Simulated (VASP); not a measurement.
Input of a VASP 6.6.1 run:

Contents of INCAR:

```
PREC     = Accurate       # precision mode
ENCUT    = 910            # plane-wave cutoff, eV
EDIFF    = 1E-6           # SCF threshold, eV
ISMEAR   = 0              # smearing method
SIGMA    = 0.1            # smearing width, eV
LREAL    = F              # projectors in reciprocal space
LASPH    = T              # aspherical terms in the spheres
NELM     = 120            # most SCF steps
ALGO     = Normal         # electronic algorithm
ISIF     = 2              # what is computed and relaxed
LWAVE    = F              # write WAVECAR
LCHARG   = T              # write CHGCAR
GGA      = PE             # functional
LELF     = T              # ELF
LVHAR    = T            
NBANDS   = 53             # bands
GGA_COMPAT= F
```

The input KPOINTS:

```
regular mesh
0
Gamma
  8 8 8
```

Contents of POSCAR:

```
W6C
1.0
   -3.1790990909      3.1790990909      3.1790990909
    3.1790990909     -3.1790990909      3.1790990909
    3.1790990909      3.1790990909     -3.1790990909
W C
6 1
Direct
    0.6880968322      0.6880968322      0.0000000000
    0.3119031678      0.3119031678      0.0000000000
    0.0000000000      0.3119031678      0.3119031678
    0.0000000000      0.6880968322      0.6880968322
    0.6880968322      0.0000000000      0.6880968322
    0.3119031678      0.0000000000      0.3119031678
    0.0000000000      0.0000000000      0.0000000000
```

Potentials or basis: VASP PAW PBE potentials, release 64 (W_sv, C_h).

The run is started by

```console
$ cat potpaw_PBE.64/W_sv/POTCAR potpaw_PBE.64/C_h/POTCAR > POTCAR
$ mpirun -np 1 vasp_std > vasp.out
```

(1) Estimate the band gap on the k mesh.

(2) Predict the largest force.

(3) Estimate the pressure.

Answers

(1) zero (bands 44 and 45 overlap by 1.09 eV).

(2) 0.060 eV/Å.

(3) 0.8 GPa.

Caveat: the cutoff is under 1.25 times the usual one of these potentials, so pressure, stress and relaxed cells hold a basis-set (Pulay) error; spin-orbit coupling is left out, which moves the levels of the heavy elements.
